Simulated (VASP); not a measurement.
# Ta: single point with PBEsol

Crystal: Ta.

```xyz
2
Lattice="0.0000 3.0041 3.0041 3.0041 0.0000 3.0041 3.0041 3.0041 0.0000" Properties=species:S:1:pos:R:3 pbc="T T T"
Ta    0.0000    0.0000    0.0000
Ta    1.5020    1.5020    1.5020
```

```
Program                : VASP 6.6.1
Task                   : single point
Functional             : PBEsol
Potentials or basis    : VASP PAW PBE potentials, release 64 (Ta_pv)
Cutoff                 : 520 eV
k mesh                 : 8 × 8 × 8
Occupations            : fermi-dirac, width 0.136057 eV
Spin                   : no spin polarisation
Dipole correction      : no
Further INCAR settings : ALGO = Normal; EDIFF = 1e-06; NBANDS = 18
```

```
Pressure               : 0.1 GPa
Band gap on the k mesh : zero (band 11 reaches 2.75 eV, above the bottom of band 12 at 1.71 eV)
```

Levels at points of the mesh, in eV from the Fermi level:
| k point | band 8 | band 9 | band 10 | band 11 | band 12 | band 13 | band 14 | band 15 |
| --- | --- | --- | --- | --- | --- | --- | --- | --- |
| (0.00, 0.00, 0.00) | -1.10 | -1.10 | -0.31 | -0.31 | -0.31 | 2.08 | 2.08 | 2.08 |
| (0.50, 0.00, 0.00) | -1.31 | -0.96 | -0.96 | -0.41 | -0.41 | -0.07 | 3.29 | 3.29 |
| (0.50, 0.50, 0.00) | -2.11 | -0.99 | -0.99 | -0.30 | -0.30 | 1.82 | 1.82 | 4.45 |

Wall time 30 s on 1 thread of AMD EPYC 7R13, with other jobs on the host, peak memory 0.15 GiB.

Caveat: the PAW data sets were made with another functional, which shifts forces and pressure a little; spin-orbit coupling is left out, which moves the levels of the heavy elements.
